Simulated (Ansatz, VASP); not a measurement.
## Two plane-wave programs on HfN

INCAR

```
SYSTEM = HfN
  PREC = Accurate
  ENCUT = 520
  EDIFF = 1E-7
  ISMEAR = 0
  SIGMA = 0.05
  LREAL = .FALSE.
  LASPH = .TRUE.
  NELM = 100
  ALGO = Normal
  ISIF = 2
  LWAVE = .FALSE.
  LCHARG = .FALSE.
  GGA = PS
  IVDW = 12
  NBANDS = 14
```

KPOINTS

```
Automatic mesh
0
G
  10 10 10
  0 0 0
```

The input POSCAR:

```
HfN
1.0
    0.0000000000      2.2655467397      2.2655467397
    2.2655467397      0.0000000000      2.2655467397
    2.2655467397      2.2655467397      0.0000000000
Hf N
1 1
Direct
    0.5000000000      0.5000000000      0.5000000000
    0.0000000000      0.0000000000      0.0000000000
```

Input for Ansatz:

```yaml
crystal:
  lattice:
    - [0.0, 2.2655467397, 2.2655467397]
    - [2.2655467397, 0.0, 2.2655467397]
    - [2.2655467397, 2.2655467397, 0.0]
  atoms:
    - { symbol: Hf, position: [0.5, 0.5, 0.5] }
    - { symbol: "N", position: [0.0, 0.0, 0.0] }
basis:
  ecutwfc: 420
  ecutrho_ratio: 4
kpoints:
  mp_grid: { grid: [10, 10, 10] }
hamiltonian:
  xc: pbesol
  dispersion: d3bj
scf:
  occupations: { method: gaussian, width: 0.05 }
output:
  forces: true
  stress: true
  eigenvalues: true
```

Alike in both runs: task single point; functional PBEsol; dispersion D3(BJ); k mesh 10 × 10 × 10; occupations gaussian, width 0.05 eV; no spin polarisation.

|  | VASP | Ansatz |
| --- | --- | --- |
| version | VASP 6.6.1 | Ansatz 0.2.0 |
| potentials or method | VASP PAW PBE potentials, release 64 (Hf_pv, N), cutoff 520 eV | scalar-relativistic, plane waves, PAW |
| valence electrons in the cell | 15 | 31 |

|  | VASP | Ansatz | Ansatz less VASP |
| --- | --- | --- | --- |
| gap on the k mesh at the Fermi level (eV) | none | none | - |
| pressure (GPa) | -12.8 | -10.7 | +2.12 |

VASP's potentials were made for PBE, not for PBEsol. A gap of «none» marks a metal or a gap that the smearing closes. VASP's potentials hold 15 valence electrons a cell and Ansatz's 31, so a difference there can come from the potentials and not from the codes.

Spin-orbit coupling is off throughout.
